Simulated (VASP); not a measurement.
# CsNi2 in VASP: further runs

Runs on CsNi2. Level: PBE. Tasks: single point, relaxation of cell and atoms.

Everything below comes from runs of VASP 6.6.1. Logs are shortened: lines on timing, memory, paths and dates and some standing lists are left out, and cuts for length are marked.

## 1. The cell of the first run

Symmetry: I4/mmm, No. 139, tetragonal system. The conventional cell has a = 3.354 Å, b = 3.354 Å, c = 12.038 Å, α = 90.00°, β = 90.00°, γ = 90.00°. Within 4.2 Å of Cs (site symmetry 4/mmm) lie 10 Ni at 3.20 to 3.68 Å and 4 Cs at 3.35 Å. Within 3.4 Å of Ni (site symmetry 4mm) lie 8 Ni at 2.40 to 3.35 Å and 1 Cs at 3.20 Å.

## 2. Single point, PBE

INCAR

```
  PREC = Accurate
  ENCUT = 520
  EDIFF = 1E-6
  ISMEAR = 0
  SIGMA = 0.1
  LREAL = False
  LASPH = True
  NELM = 60
  ALGO = Fast
  ISIF = 2
  LWAVE = False
  LCHARG = True
  GGA = PE
  LELF = True
  LVHAR = True
  NBANDS = 22
```

KPOINTS

```
Automatic mesh
0
Gamma
  8 8 8
```

POSCAR

```
CsNi2
1.0
   -1.6769679407      1.6769679407      6.0190103060
    1.6769679407     -1.6769679407      6.0190103060
    1.6769679407      1.6769679407     -6.0190103060
Cs Ni
1 2
Direct
    0.0000000000      0.0000000000      0.0000000000
    0.2661986809      0.2661986809      0.0000000000
    0.7338013191      0.7338013191      0.0000000000
```

Potentials or basis: VASP PAW PBE potentials, release 64 (Cs_sv, Ni).

On the command line:

```console
$ cat potpaw_PBE.64/Cs_sv/POTCAR potpaw_PBE.64/Ni/POTCAR > POTCAR
$ mpirun -np 1 vasp_std > vasp.out
```

OUTCAR:

```text
PREC = Accurate
   ENCUT = 520
   EDIFF = 1E-6
   ISMEAR = 0
   LREAL = False
   LASPH = True
   NELM = 60
   ISIF = 2
   GGA = PE

 ion  position               nearest neighbor table
   1  0.000  0.000  0.000-
   2  0.266  0.266  0.000-   3 2.40   3 2.40   3 2.40   3 2.40
   3  0.734  0.734  0.000-   2 2.40   2 2.40   2 2.40   2 2.40

  LATTYP: Found a body centered tetragonal cell.
 ALAT       =     3.3539358814
 C/A-ratio  =     3.5892220477

  Lattice vectors:

 A1 = (  -1.6769679407,   1.6769679407,   6.0190103060)
 A2 = (   1.6769679407,  -1.6769679407,   6.0190103060)
 A3 = (   1.6769679407,   1.6769679407,  -6.0190103060)

Analysis of symmetry for initial positions (statically):
=====================================================================
 Subroutine PRICEL returns:
 Original cell was already a primitive cell.

 Routine SETGRP: Setting up the symmetry group for a
 body centered tetragonal supercell.

 Subroutine GETGRP returns: Found 16 space group operations
 (whereof 16 operations were pure point group operations)
 out of a pool of 16 trial point group operations.

The static configuration has the point symmetry D_4h.

Analysis of symmetry for dynamics (positions and initial velocities):
=====================================================================
 Subroutine PRICEL returns:
 Original cell was already a primitive cell.

 Routine SETGRP: Setting up the symmetry group for a
 body centered tetragonal supercell.

 Subroutine GETGRP returns: Found 16 space group operations
 (whereof 16 operations were pure point group operations)
 out of a pool of 16 trial point group operations.

The dynamic configuration has the point symmetry D_4h.

 Subroutine INISYM returns: Found 16 space group operations
 (whereof 16 operations are pure point group operations),
 and found     1 'primitive' translations

----------------------------------------------------------------------------------------

                                     Primitive cell

  volume of cell :      67.7072

  direct lattice vectors                    reciprocal lattice vectors
    -1.676967941  1.676967941  6.019010306     0.000000000  0.298157161  0.083070135
[... 83 lines left out ...]
   LNONCOLLINEAR =      F non collinear calculations
   LSORBIT =      F    spin-orbit coupling
   LASPH  =      T    aspherical Exc in radial PAW
   ENCUT  =  520.0 eV  38.22 Ry    6.18 a.u.  12.03 12.03 12.03*2*pi/ulx,y,z
   NELM   =     60;   NELMIN=  2; NELMDL= -5     # of ELM steps
   EDIFF  = 0.1E-05   stopping-criterion for ELM
   LREAL  =      F    real-space projection
   EDIFFG = 0.1E-04   stopping-criterion for IOM
   NSW    =      0    number of steps for IOM
   IBRION =     -1    ionic relax: 0-MD 1-quasi-New 2-CG
   NFREE  =      0    steps in history (QN), initial steepest desc. (CG)
   ISIF   =      2    stress and relaxation
   ISYM   =      2    0-nonsym 1-usesym 2-fastsym
   POTIM  = 0.5000    time-step for ionic-motion
   TEBEG  =    0.0;   TEEND  =   0.0 temperature during run
   PSTRESS=    0.0 pullay stress
   NELECT =      29.0000    total number of electrons
   NUPDOWN=      -1.0000    fix difference up-down
   EMIN   =  10.00;   EMAX   =-10.00  energy-range for DOS
   EFERMI =   0.00;   METHOD = LEGACY
   ISMEAR =     0;   SIGMA  =   0.10  broadening in eV -4-tet -1-fermi 0-gaus
   EFERMI_NEDOS =   21; number of points for ismear=-14 and -15
   IALGO  =     68    algorithm
   IMIX   =      4    mixing-type and parameters
     AMIX     =   0.40;   BMIX     =  1.00
     AMIX_MAG =   1.60;   BMIX_MAG =  1.00
  volume/ion in A,a.u.               =      22.57       152.30
  Fermi-wavevector in a.u.,A,eV,Ry     =   1.234040  2.331998 20.719702  1.522855
  Thomas-Fermi vector in A             =   2.368746
   LORBIT       =      0    0 simple, 1 ext, 2 COOP (PROOUT), +10 PAW based schemes
   GGA     = PE    functional components
   LHFCALC =     F    Hartree Fock is set to
   AEXX    =    0.0000 exact exchange contribution
   IVDW    =     0    specifies the selected vdW correction
   LEPSILON=     F    determine dielectric tensor
   LRPA    =     F    only Hartree local field effects (RPA)
 non-spin polarized calculation
 RMM-DIIS sequential band-by-band and
 Gauss-broadening in eV      SIGMA  =   0.10
  energy-cutoff  :      520.00
  volume of cell :       67.71
 maximum number of plane-waves:      1838
   NGX = 23   NGY = 23   NGZ = 23

 number of electron      28.9999993 magnetization

 Free energy of the ion-electron system (eV)
  ---------------------------------------------------
  ext. energy  EPLUGINS =         0.00000000
  ---------------------------------------------------
  free energy    TOTEN  =        -9.67580633 eV

  energy without entropy =       -9.65313835  energy(sigma->0) =       -9.66447234

 E-fermi :   4.6723     XC(G=0): -10.1190

 val. band max:        4.6682701549   @ k =   0.5000   0.5000   0.3750
 cond. band min:       4.6744546309   @ k =   0.5000   0.5000   0.1250
 fundamental gap:      0.0061844760
 Fermi energy:         4.6723493492

 k-point     1 :       0.0000    0.0000    0.0000
  band No.  band energies     occupation
      1     -18.5970      2.00000
      2      -5.4159      2.00000
      3      -3.6538      2.00000
      4      -3.6538      2.00000
      5      -0.8471      2.00000
      6       1.8022      2.00000
[... 589 lines left out ...]
     21      11.4364      0.00000
     22      11.5964      0.00000

 [... further k-points ...]

------------------------ aborting loop because EDIFF is reached ----------------------------------------

  FORCE on cell =-STRESS in cart. coord.  units (eV):
  Direction    XX          YY          ZZ          XY          YZ          ZX
  --------------------------------------------------------------------------------------
  -------------------------------------------------------------------------------------
  Total        0.1968073      0.1968073      0.1996960      0.0000000      0.0000000      0.0000000
  in kB        4.6571165      4.6571165      4.7254728      0.0000000      0.0000000      0.0000000
  external PRESSURE =       4.6799019 kB  Pullay stress =       0.0000000 kB

 VOLUME and BASIS-vectors are now :
 -----------------------------------------------------------------------------
  energy-cutoff  :      520.00
  volume of cell :       67.71
      direct lattice vectors                 reciprocal lattice vectors
    -1.676967941  1.676967941  6.019010306     0.000000000  0.298157161  0.083070135
     1.676967941 -1.676967941  6.019010306     0.298157161  0.000000000  0.083070135
     1.676967941  1.676967941 -6.019010306     0.298157161  0.298157161  0.000000000

 POSITION                                       TOTAL-FORCE (eV/Angst)
 -----------------------------------------------------------------------------------
      0.00000      0.00000      0.00000        -0.000000     -0.000000      0.000000
      0.00000      0.00000      3.20451         0.000000      0.000000      0.019940
      0.00000      0.00000      8.83352        -0.000000     -0.000000     -0.019940
 -----------------------------------------------------------------------------------
    total drift:                                0.000000      0.000000     -0.000000

  FREE ENERGIE OF THE ION-ELECTRON SYSTEM (eV)
  ---------------------------------------------------
  free  energy   TOTEN  =        -9.6758063313 eV

  energy  without entropy=       -9.6531383497  energy(sigma->0) =       -9.66447234
```

OSZICAR:

```text
N       E                     dE             d eps       ncg     rms          rms(c)
DAV:   1     0.184911517432E+03    0.18491E+03   -0.13051E+04  2596   0.142E+03
DAV:   2     0.439446829486E+01   -0.18052E+03   -0.16894E+03  2662   0.286E+02
DAV:   3    -0.106855984564E+02   -0.15080E+02   -0.14652E+02  3160   0.907E+01
DAV:   4    -0.110847161358E+02   -0.39912E+00   -0.39864E+00  2884   0.142E+01
DAV:   5    -0.110930078737E+02   -0.82917E-02   -0.82904E-02  3198   0.215E+00    0.112E+01
RMM:   6    -0.130866794145E+02   -0.19937E+01   -0.21563E+01  2890   0.474E+01    0.175E+01
RMM:   7    -0.979227186631E+01    0.32944E+01   -0.68639E+00  2643   0.287E+01    0.136E+00
RMM:   8    -0.969665515138E+01    0.95617E-01   -0.25283E-01  2761   0.299E+00    0.134E+00
RMM:   9    -0.967446393800E+01    0.22191E-01   -0.12020E-01  3067   0.335E+00    0.246E-01
RMM:  10    -0.967619772905E+01   -0.17338E-02   -0.20506E-02  3391   0.766E-01    0.272E-01
RMM:  11    -0.967597997842E+01    0.21775E-03   -0.60245E-03  2951   0.708E-01    0.171E-01
RMM:  12    -0.967578840826E+01    0.19157E-03   -0.19518E-03  3202   0.364E-01    0.485E-02
RMM:  13    -0.967583144715E+01   -0.43039E-04   -0.56596E-04  3560   0.112E-01    0.411E-02
RMM:  14    -0.967583186032E+01   -0.41317E-06   -0.60069E-05  3406   0.582E-02    0.480E-02
RMM:  15    -0.967580496490E+01    0.26895E-04   -0.71693E-05  2909   0.762E-02    0.907E-03
RMM:  16    -0.967580615025E+01   -0.11853E-05   -0.14657E-05  2972   0.211E-02    0.732E-03
RMM:  17    -0.967580633130E+01   -0.18105E-06   -0.24372E-06  2058   0.984E-03
   1 F= -.96758063E+01 E0= -.96644723E+01  d E =-.226680E-01
```

stdout:

```text
POSCAR found type information on POSCAR CsNi
 POSCAR found :  2 types and       3 ions
 scaLAPACK will be used
 LDA part: xc-table for (Slater+PW92), standard interpolation
 POSCAR, INCAR and KPOINTS ok, starting setup
 FFT: planning ... GRIDC
 FFT: planning ... GRID_SOFT
 FFT: planning ... GRID
 WAVECAR not read
 entering main loop
```

It took 3.1 min on 1 thread of AMD EPYC 9R45 (Zen 5), shared host; peak memory 0.33 GiB.

What came out:

| Quantity | Value |
| --- | --- |
| Free energy | -9.6758 eV |
| Pressure | 0.5 GPa |
| Largest force | 0.020 eV/Å |
| Band gap on the k mesh | zero (an odd number of electrons rules out a gap without spin polarisation) |

Forces on the atoms (eV/Å):
```
Cs   0.000  0.000  0.000
Ni   0.000  0.000  0.020
Ni   0.000  0.000 -0.020
```

Levels at points of the mesh, in eV from the Fermi level:
```
           k point  band 10  band 11  band 12  band 13  band 14  band 15  band 16  band 17  band 18  band 19
(0.00, 0.00, 0.00)    -1.24    -0.56    -0.29    -0.29     0.09     0.68     1.42     1.88     2.03     5.89
(0.50, 0.00, 0.00)    -1.15    -0.90    -0.57    -0.46    -0.45    -0.31    -0.02     1.86     3.20     4.62
(0.50, 0.50, 0.00)    -0.66    -0.64    -0.64    -0.38    -0.35     0.09     0.34     1.35     3.60     3.84
(0.50, 0.50, 0.50)    -0.95    -0.94    -0.61    -0.29    -0.29     0.10     0.68     2.06     2.40     7.24
```

Caveat: spin-orbit coupling is left out, which moves the levels of the heavy elements. Spin polarisation is off, so any magnetic state and its effect on volume and gap are missing.

[end of part 1 of 2]
